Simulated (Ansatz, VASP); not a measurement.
# Ti3Se in VASP and in Ansatz

```
Ti Se
1.0
     5.20707    0.00000    0.00000
    -2.60354    4.50946    0.00000
     0.00000    0.00000    2.98464
Ti Se
3 1
Direct
  0.50000 0.00000 0.50000
  0.00000 0.50000 0.50000
  0.50000 0.50000 0.50000
  0.00000 0.00000 0.00000
```

Alike in both runs: functional PBE; k mesh 12 × 12 × 16; occupations gaussian, width 0.1 eV; no spin polarisation.

Ansatz relaxed the structure, and its values are those at the end. VASP's run is a single point on that final structure, the one shown.

|  | VASP | Ansatz |
| --- | --- | --- |
| version | VASP 6.6.1 | Ansatz 0.2.0 |
| potentials or method | VASP PAW PBE potentials, release 64 (Ti_sv, Se), cutoff 520 eV | scalar-relativistic, plane waves, PAW |
| valence electrons in the cell | 42 | 52 |

|  | VASP | Ansatz | Ansatz less VASP |
| --- | --- | --- | --- |
| gap on the k mesh at the Fermi level (eV) | none | none | - |
| pressure (GPa) | -0.1 | 0.0 | +0.06 |

A gap of «none» marks a metal or a gap that the smearing closes. VASP's potentials hold 42 valence electrons a cell and Ansatz's 52, so a difference there can come from the potentials and not from the codes.
